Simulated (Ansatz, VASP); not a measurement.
**Al2Cu: VASP beside Ansatz**

```xyz
3
Lattice="4.0849 0.0000 0.0000 0.0000 4.0849 0.0000 0.0000 0.0000 2.8464" Properties=species:S:1:pos:R:3 pbc="T T T"
Al    2.0424    0.0000    1.4232
Al    0.0000    2.0424    1.4232
Cu    0.0000    0.0000    0.0000
```

Alike in both runs: task single point; functional PBEsol; k mesh 10 × 10 × 14; occupations gaussian, width 0.1 eV; no spin polarisation.

|  | VASP | Ansatz |
| --- | --- | --- |
| version | VASP 6.6.1 | Ansatz 0.2.0 |
| potentials or method | VASP PAW PBE potentials, release 64 (Al, Cu), cutoff 520 eV | scalar-relativistic, plane waves, PAW |
| valence electrons in the cell | 17 | 25 |

```csv
,VASP,Ansatz,Ansatz less VASP
gap on the k mesh at the Fermi level (eV),none,none,-
pressure (GPa),0.2,0.0,-0.21
```

VASP's potentials were made for PBE, not for PBEsol, and Ansatz warns of the same on its side. A gap of «none» marks a metal or a gap that the smearing closes. VASP's potentials hold 17 valence electrons a cell and Ansatz's 25, so a difference there can come from the potentials and not from the codes.
